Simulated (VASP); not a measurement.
# W (Pm-3m) in VASP: notebook

The runs below take W through single point, relaxation of cell and atoms, with RPBE.

All numbers are computed with VASP 6.6.1; they aren't measurements. Logs are shortened: lines on timing, memory, paths and dates and some standing lists are left out, and cuts for length are marked.

### 1 The cell of the first run

It takes space group Pm-3m (No. 221, cubic). Conventional cell: a = 2.752 Å, b = 2.752 Å, c = 2.752 Å, α = 90.00°, β = 90.00°, γ = 90.00°. Within 3.6 Å of W (site symmetry m-3m) lie 6 W at 2.75 Å.

### 2 Single point, RPBE (volume scaled by 1.12)

INCAR reads:

```
PREC = Accurate
ENCUT = 520
EDIFF = 1E-6
ISMEAR = -1
SIGMA = 0.1
LREAL = False
LASPH = True
NELM = 80
ALGO = Normal
ISIF = 2
LWAVE = False
LCHARG = False
GGA = RP
NBANDS = 13
```

KPOINTS reads:

```
Automatic mesh
0
Gamma
  13 13 13
```

POSCAR reads:

```
W
1.0
    2.7521054387      0.0000000000      0.0000000000
    0.0000000000      2.7521054387      0.0000000000
    0.0000000000      0.0000000000      2.7521054387
W
1
Direct
    0.0000000000      0.0000000000      0.0000000000
```

Potentials or basis: VASP PAW PBE potentials, release 64 (W_sv).

Run with:

```bash
$ cat potpaw_PBE.64/W_sv/POTCAR > POTCAR
$ mpirun -np 1 vasp_std > vasp.out
```

OUTCAR:

```text
PREC = Accurate
   ENCUT = 520
   EDIFF = 1E-6
   ISMEAR = -1
   LREAL = False
   LASPH = True
   NELM = 80
   ISIF = 2
   GGA = RP

 ion  position               nearest neighbor table
   1  0.000  0.000  0.000-

  LATTYP: Found a simple cubic cell.
 ALAT       =     2.7521054387

  Lattice vectors:

 A1 = (   2.7521054387,   0.0000000000,   0.0000000000)
 A2 = (   0.0000000000,   2.7521054387,   0.0000000000)
 A3 = (   0.0000000000,   0.0000000000,   2.7521054387)

Analysis of symmetry for initial positions (statically):
=====================================================================
 Subroutine PRICEL returns:
 Original cell was already a primitive cell.

 Routine SETGRP: Setting up the symmetry group for a
 simple cubic supercell.

 Subroutine GETGRP returns: Found 48 space group operations
 (whereof 48 operations were pure point group operations)
 out of a pool of 48 trial point group operations.

The static configuration has the point symmetry O_h .

Analysis of symmetry for dynamics (positions and initial velocities):
=====================================================================
 Subroutine PRICEL returns:
 Original cell was already a primitive cell.

 Routine SETGRP: Setting up the symmetry group for a
 simple cubic supercell.

 Subroutine GETGRP returns: Found 48 space group operations
 (whereof 48 operations were pure point group operations)
 out of a pool of 48 trial point group operations.

The dynamic configuration has the point symmetry O_h .

 Subroutine INISYM returns: Found 48 space group operations
 (whereof 48 operations are pure point group operations),
 and found     1 'primitive' translations

----------------------------------------------------------------------------------------

                                     Primitive cell

  volume of cell :      20.8447

  direct lattice vectors                    reciprocal lattice vectors
     2.752105439  0.000000000  0.000000000     0.363358172  0.000000000  0.000000000
     0.000000000  2.752105439  0.000000000     0.000000000  0.363358172  0.000000000
     0.000000000  0.000000000  2.752105439     0.000000000  0.000000000  0.363358172

  length of vectors
     2.752105439  2.752105439  2.752105439     0.363358172  0.363358172  0.363358172

  position of ions in fractional coordinates (direct lattice)
     0.000000000  0.000000000  0.000000000

  ion indices of the primitive-cell ions
   primitive index   ion index
                 1           1

----------------------------------------------------------------------------------------

 KPOINTS: Automatic mesh

Automatic generation of k-mesh.
 Grid dimensions read from file:
 generate k-points for:   13   13   13

 Generating k-lattice:

  Cartesian coordinates                     Fractional coordinates (reciprocal lattice)
     0.027950629  0.000000000  0.000000000     0.076923077  0.000000000  0.000000000
     0.000000000  0.027950629  0.000000000     0.000000000  0.076923077  0.000000000
     0.000000000  0.000000000  0.027950629     0.000000000  0.000000000  0.076923077

  Length of vectors
     0.027950629  0.027950629  0.027950629

  Shift w.r.t. Gamma in fractional coordinates (k-lattice)
     0.000000000  0.000000000  0.000000000

 Subroutine IBZKPT returns following result:
 ===========================================

 Found     84 irreducible k-points:

 Following reciprocal coordinates:
            Coordinates               Weight
  0.000000  0.000000  0.000000      1.000000
  0.076923  0.000000  0.000000      6.000000
  0.153846  0.000000  0.000000      6.000000
  0.230769  0.000000  0.000000      6.000000
  0.307692  0.000000  0.000000      6.000000
  0.384615  0.000000  0.000000      6.000000
[... 16 lines left out ...]
  0.307692  0.307692  0.000000     12.000000
  0.384615  0.307692  0.000000     24.000000
 [... further k-points ...]
   k-points           NKPTS =     84   k-points in BZ     NKDIM =     84   number of bands    NBANDS=     13
   number of dos      NEDOS =    301   number of ions     NIONS =      1
   total plane-waves  NPLWV =   8000
   dimension x,y,z NGX =    20 NGY =   20 NGZ =   20
   dimension x,y,z NGXF=    40 NGYF=   40 NGZF=   40
   ions per type =               1
   NGX,Y,Z   is equivalent  to a cutoff of  12.08, 12.08, 12.08 a.u.
   NGXF,Y,Z  is equivalent  to a cutoff of  24.16, 24.16, 24.16 a.u.
 SYSTEM =  unknown system
   PREC   = accura    normal or accurate (medium, high low for compatibility)
   ISTART =      0    job   : 0-new  1-cont  2-samecut
   ICHARG =      2    charge: 1-file 2-atom 10-const
   ISPIN  =      1    spin polarized calculation?
   LNONCOLLINEAR =      F non collinear calculations
   LSORBIT =      F    spin-orbit coupling
   LASPH  =      T    aspherical Exc in radial PAW
   ENCUT  =  520.0 eV  38.22 Ry    6.18 a.u.   5.12  5.12  5.12*2*pi/ulx,y,z
   NELM   =     80;   NELMIN=  2; NELMDL= -5     # of ELM steps
   EDIFF  = 0.1E-05   stopping-criterion for ELM
   LREAL  =      F    real-space projection
[... 7 lines left out ...]
   TEBEG  =    0.0;   TEEND  =   0.0 temperature during run
   PSTRESS=    0.0 pullay stress
   NELECT =      14.0000    total number of electrons
   NUPDOWN=      -1.0000    fix difference up-down
   EMIN   =  10.00;   EMAX   =-10.00  energy-range for DOS
   EFERMI =   0.00;   METHOD = LEGACY
   ISMEAR =    -1;   SIGMA  =   0.10  broadening in eV -4-tet -1-fermi 0-gaus
   EFERMI_NEDOS =   21; number of points for ismear=-14 and -15
   IALGO  =     38    algorithm
   IMIX   =      4    mixing-type and parameters
     AMIX     =   0.40;   BMIX     =  1.00
     AMIX_MAG =   1.60;   BMIX_MAG =  1.00
  volume/ion in A,a.u.               =      20.84       140.67
  Fermi-wavevector in a.u.,A,eV,Ry     =   1.433681  2.709264 27.965964  2.055440
  Thomas-Fermi vector in A             =   2.553172
   LORBIT       =      0    0 simple, 1 ext, 2 COOP (PROOUT), +10 PAW based schemes
   GGA     = RP    functional components
   LHFCALC =     F    Hartree Fock is set to
   AEXX    =    0.0000 exact exchange contribution
   IVDW    =     0    specifies the selected vdW correction
   LEPSILON=     F    determine dielectric tensor
   LRPA    =     F    only Hartree local field effects (RPA)
 non-spin polarized calculation
  energy-cutoff  :      520.00
[... 39 lines left out ...]
      1     -66.3961      2.00000
      2     -30.2030      2.00000
      3     -30.1482      2.00000
      4     -30.1482      2.00000
      5       0.1399      2.00000
      6       4.2203      2.00000
      7       4.3400      2.00000
      8      11.5422      0.00000
      9      11.5422      0.00000
     10      11.8081      0.00000
     11      20.4948      0.00000
     12      21.7906      0.00000
     13      21.7906      0.00000

 k-point     3 :       0.1538    0.0000    0.0000
  band No.  band energies     occupation
      1     -66.3873      2.00000
      2     -30.3415      2.00000
      3     -30.1366      2.00000
      4     -30.1366      2.00000
      5       0.6023      2.00000
      6       4.3386      2.00000
      7       4.8121      2.00000
      8      10.9274      0.00000
      9      10.9274      0.00000
     10      11.8570      0.00000
     11      18.7492      0.00000
     12      22.7077      0.00000
     13      22.7077      0.00000

 k-point     4 :       0.2308    0.0000    0.0000
  band No.  band energies     occupation
      1     -66.3750      2.00000
      2     -30.5326      2.00000
      3     -30.1202      2.00000
      4     -30.1202      2.00000
      5       1.2646      2.00000
      6       4.5121      2.00000
      7       5.5310      2.00000
      8      10.1895      0.00000
      9      10.1895      0.00000
     10      11.9269      0.00000
     11      17.1066      0.00000
     12      23.9022      0.00000
     13      23.9022      0.00000

 k-point     5 :       0.3077    0.0000    0.0000
  band No.  band energies     occupation
      1     -66.3619      2.00000
      2     -30.7303      2.00000
      3     -30.1027      2.00000
      4     -30.1027      2.00000
      5       2.0040      2.00000
      6       4.7060      2.00000
      7       6.3184      2.00000
      8       9.5166      0.00000
      9       9.5166      0.00000
     10      12.0024      0.00000
     11      15.9322      0.00000
     12      22.9276      0.00000
     13      25.1345      0.00000

 k-point     6 :       0.3846    0.0000    0.0000
  band No.  band energies     occupation
      1     -66.3510      2.00000
      2     -30.8905      2.00000
      3     -30.0882      2.00000
      4     -30.0882      2.00000
      5       2.6820      2.00000
      6       4.8752      2.00000
      7       6.8867      1.99990
      8       9.0196      0.00002
      9       9.0196      0.00002
     10      12.0659      0.00000
     11      15.4414      0.00000
     12      21.9394      0.00000
     13      26.2141      0.00000

 k-point     7 :       0.4615    0.0000    0.0000
  band No.  band energies     occupation
      1     -66.3448      2.00000
      2     -30.9795      2.00000
      3     -30.0799      2.00000
      4     -30.0799      2.00000
      5       3.1156      2.00000
      6       4.9746      2.00000
      7       7.0966      1.99922
      8       8.7582      0.00031
      9       8.7582      0.00031
     10      12.1022      0.00000
     11      15.4782      0.00000
     12      21.4279      0.00000
     13      25.2044      0.00000
[... 193 lines left out ...]
 k-point    20 :       0.3077    0.2308    0.0000
  band No.  band energies     occupation
      1     -66.3380      2.00000
      2     -30.6887      2.00000
      3     -30.4724      2.00000
      4     -30.0714      2.00000
      5       3.1476      2.00000
      6       5.3337      2.00000
      7       6.9278      1.99985
      8       8.5530      0.00241
      9       9.7308      0.00000
     10      10.5663      0.00000
     11      17.3827      0.00000
     12      20.1115      0.00000
     13      24.3486      0.00000

 k-point    21 :       0.3846    0.2308    0.0000
  band No.  band energies     occupation
      1     -66.3272      2.00000
      2     -30.8461      2.00000
      3     -30.4551      2.00000
      4     -30.0572      2.00000
      5       3.7522      2.00000
      6       5.2105      2.00000
      7       6.8386      1.99994
      8       9.2654      0.00000
      9       9.5458      0.00000
     10      10.6475      0.00000
     11      16.2099      0.00000
     12      21.0942      0.00000
     13      23.6533      0.00000

 k-point    22 :       0.4615    0.2308    0.0000
  band No.  band energies     occupation
      1     -66.3210      2.00000
      2     -30.9336      2.00000
      3     -30.4453      2.00000
      4     -30.0491      2.00000
      5       4.2398      2.00000
      6       4.9358      2.00000
      7       6.7452      1.99998
      8       9.0150      0.00002
      9      10.4259      0.00000
     10      10.6994      0.00000
     11      15.5305      0.00000
     12      22.1647      0.00000
     13      23.0986      0.00000

 k-point    23 :       0.3077    0.3077    0.0000
  band No.  band energies     occupation
      1     -66.3250      2.00000
      2     -30.6738      2.00000
      3     -30.6571      2.00000
      4     -30.0545      2.00000
      5       3.6336      2.00000
      6       5.1142      2.00000
      7       8.0153      0.41387
      8       8.5508      0.00246
      9       9.7603      0.00000
     10      10.0309      0.00000
     11      17.3090      0.00000
     12      19.3937      0.00000
     13      24.2139      0.00000

 k-point    24 :       0.3846    0.3077    0.0000
  band No.  band energies     occupation
      1     -66.3143      2.00000
      2     -30.8219      2.00000
      3     -30.6463      2.00000
      4     -30.0403      2.00000
      5       3.9715      2.00000
      6       4.8599      2.00000
      7       8.2615      0.04354
      8       9.4026      0.00000
      9       9.7895      0.00000
     10      10.0243      0.00000
     11      16.2934      0.00000
     12      19.9634      0.00000
     13      23.5786      0.00000

 [... further k-points ...]

------------------------ aborting loop because EDIFF is reached ----------------------------------------

  FORCE on cell =-STRESS in cart. coord.  units (eV):
  Direction    XX          YY          ZZ          XY          YZ          ZX
  --------------------------------------------------------------------------------------
  -------------------------------------------------------------------------------------
  Total       -2.3893704     -2.3893704     -2.3893704      0.0000000      0.0000000     -0.0000000
  in kB     -183.6533533   -183.6533533   -183.6533533      0.0000000      0.0000000     -0.0000000
  external PRESSURE =    -183.6533533 kB  Pullay stress =       0.0000000 kB

 VOLUME and BASIS-vectors are now :
 -----------------------------------------------------------------------------
  energy-cutoff  :      520.00
  volume of cell :       20.84
      direct lattice vectors                 reciprocal lattice vectors
     2.752105439  0.000000000  0.000000000     0.363358172  0.000000000  0.000000000
     0.000000000  2.752105439  0.000000000     0.000000000  0.363358172  0.000000000
     0.000000000  0.000000000  2.752105439     0.000000000  0.000000000  0.363358172

 POSITION                                       TOTAL-FORCE (eV/Angst)
 -----------------------------------------------------------------------------------
      0.00000      0.00000      0.00000         0.000000      0.000000      0.000000
 -----------------------------------------------------------------------------------
    total drift:                                0.000000      0.000000      0.000000

  FREE ENERGIE OF THE ION-ELECTRON SYSTEM (eV)
  ---------------------------------------------------
  free  energy   TOTEN  =       -10.8454004939 eV

  energy  without entropy=      -10.8082916861  energy(sigma->0) =      -10.82684609
```

Wall time 7.1 s (1 thread of Intel Xeon 6975P-C, shared host); peak memory 0.14 GiB.

What came out:

```
Free energy            : -10.8454 eV
Pressure               : -18.4 GPa
Band gap on the k mesh : zero (band 7 reaches 9.48 eV, above the bottom of band 8 at 7.35 eV)
```

Levels at points of the mesh, in eV from the Fermi level:
```
           k point  band 3  band 4  band 5  band 6  band 7  band 8  band 9  band 10  band 11  band 12
(0.00, 0.00, 0.00)  -38.03  -38.03   -7.91   -3.70   -3.70    3.91    3.91     3.91    13.55    13.55
```

Caveat: the cell differs from its parent crystal (volume scaled by 1.12); the PAW data sets were made with another functional, which shifts forces and pressure a little; spin-orbit coupling is left out, which moves the levels of the heavy elements.

### 3 Single point, RPBE

This run uses another cell than the first one, of 18.61 Å³/atom, 0.893 times its volume.

INCAR reads:

```
SYSTEM = W
PREC = Accurate
ENCUT = 520
EDIFF = 1E-6
ISMEAR = -1
SIGMA = 0.1
LREAL = .False.
LASPH = .True.
NELM = 100
ALGO = Normal
ISIF = 2
LWAVE = .False.
LCHARG = .False.
GGA = RP
NBANDS = 13
```

KPOINTS reads:

```
Automatic mesh
0
Gamma
  19 19 19
  0 0 0
```

POSCAR reads:

```
W
1.0
    2.6500804668      0.0000000000      0.0000000000
    0.0000000000      2.6500804668      0.0000000000
    0.0000000000      0.0000000000      2.6500804668
W
1
Direct
    0.0000000000      0.0000000000      0.0000000000
```

Potentials or basis: VASP PAW PBE potentials, release 64 (W_sv).

Run with:

```bash
$ cat potpaw_PBE.64/W_sv/POTCAR > POTCAR
$ mpirun -np 1 vasp_std > vasp.out
```

It took 16 s on 1 thread of Intel Xeon 6975P-C, shared host; peak memory 0.16 GiB.

Results (log left out):

```
Free energy            : -10.9847 eV
Pressure               : 1.1 GPa
Band gap on the k mesh : zero (band 7 reaches 11.14 eV, above the bottom of band 8 at 8.45 eV)
```

Levels at points of the mesh, in eV from the Fermi level:
| k point | band 3 | band 4 | band 5 | band 6 | band 7 | band 8 | band 9 | band 10 | band 11 | band 12 |
| --- | --- | --- | --- | --- | --- | --- | --- | --- | --- | --- |
| (0.00, 0.00, 0.00) | -37.75 | -37.75 | -8.46 | -4.21 | -4.21 | 4.63 | 4.63 | 4.63 | 14.53 | 14.53 |

Caveat: the PAW data sets were made with another functional, which shifts forces and pressure a little; spin-orbit coupling is left out, which moves the levels of the heavy elements.

### 4 Relaxation of cell and atoms, RPBE

This run uses another cell than the first one, of 17.12 Å³/atom, 0.821 times its volume.

INCAR reads:

```
PREC = Accurate
ENCUT = 600
EDIFF = 1E-6
ISMEAR = -1
SIGMA = 0.1
LREAL = False
LASPH = True
NELM = 60
ALGO = Normal
ISIF = 3
LWAVE = False
LCHARG = False
GGA = RP
IBRION = 2
NSW = 80
EDIFFG = -0.01
```

KPOINTS reads:

```
Automatic mesh
0
Gamma
  12 12 12
```

POSCAR reads:

```
W
1.0
    2.5770789429      0.0000000000      0.0000000000
    0.0000000000      2.5770789429      0.0000000000
    0.0000000000      0.0000000000      2.5770789429
W
1
Direct
    0.0000000000      0.0000000000      0.0000000000
```

Run with:

```bash
$ cat potpaw_PBE.64/W_sv/POTCAR > POTCAR
$ mpirun -np 1 vasp_std > vasp.out
```

It took 53 s on 1 thread of Intel Xeon 6975P-C, shared host; peak memory 0.16 GiB.

The run converged. Its results:

- Free energy: -11.0062 eV
- Relaxed volume: 18.65 Å³/atom
- Relaxed cell: a = 2.652 Å, b = 2.652 Å, c = 2.652 Å, α = 90.00°, β = 90.00°, γ = 90.00°
- Space group after relaxing (to 0.05 Å): Pm-3m (No. 221)
- Energy gained by relaxing: 97.3 meV/atom
- Ionic steps: 18
- Pressure after relaxing: 0.0 GPa
- Band gap on the k mesh: zero (band 7 reaches 10.97 eV, above the bottom of band 8 at 8.55 eV)

Step by step:
```csv
step,energy change (eV),largest force (eV/Å),pressure (GPa),volume (Å³)
1,0.0000,0.0000,21.86,17.12
2,0.4654,0.0000,-29.70,23.57
3,-0.0965,0.0000,-1.67,18.80
4,-0.0973,0.0000,-0.18,18.67
5,-0.0973,0.0000,0.19,18.64
6,-0.0973,0.0000,0.21,18.64
7,-0.0973,0.0000,0.24,18.64
8,-0.0973,0.0000,0.17,18.64
9,-0.0973,0.0000,0.17,18.64
10,-0.0973,0.0000,0.17,18.64
11,-0.0973,0.0000,0.17,18.64
12,-0.0973,0.0000,0.17,18.64
13,-0.0973,0.0000,0.17,18.64
14,-0.0973,0.0000,0.18,18.64
15,-0.0973,0.0000,0.20,18.64
16,-0.0973,0.0000,0.15,18.64
17,-0.0973,0.0000,0.11,18.65
18,-0.0973,0.0000,0.02,18.65
```

Final structure:
```yaml
crystal:
  lattice:
    - [2.65209, 0.00000, 0.00000]
    - [0.00000, 2.65209, 0.00000]
    - [0.00000, 0.00000, 2.65209]
  atoms:
    - { symbol: W, position: [0.00000, 0.00000, 0.00000] }
```

Levels at points of the mesh, in eV from the Fermi level:
```
           k point  band 5  band 6  band 7  band 8  band 9  band 10
(0.00, 0.00, 0.00)   -8.47   -4.23   -4.23    4.59    4.59     4.59
(0.50, 0.00, 0.00)   -5.01   -3.29   -0.78    0.93    0.93     4.98
(0.50, 0.50, 0.00)   -5.37   -2.87    1.68    1.68    4.62     4.62
(0.50, 0.50, 0.50)   -3.76   -3.76   -3.76    7.35    7.41     7.41
```

Caveat: the PAW data sets were made with another functional, which shifts forces and pressure a little; spin-orbit coupling is left out, which moves the levels of the heavy elements.

### 5 The runs side by side

| task | cell | k mesh | cutoff (eV) | gap on the mesh (eV) | pressure (GPa) |
| --- | --- | --- | --- | --- | --- |
| single point | a = 2.752 Å, 1 atom | 13 × 13 × 13 | 520 | none | -18.4 |
| single point | a = 2.650 Å, 1 atom | 19 × 19 × 19 | 520 | none | 1.1 |
| relaxation of cell and atoms | relaxed from a = 2.577 Å, 1 atom | 12 × 12 × 12 | 600 | none | 0.0 |

Alike in all rows: level RPBE; potentials or basis VASP PAW PBE potentials, release 64 (W_sv); no spin polarisation; smearing fermi-dirac 0.1 eV.

Caveats: the PAW data sets were made with another functional, which shifts forces and pressure a little; spin-orbit coupling is left out, which moves the levels of the heavy elements.

Absolute energies hang on the potentials; compare differences alone.
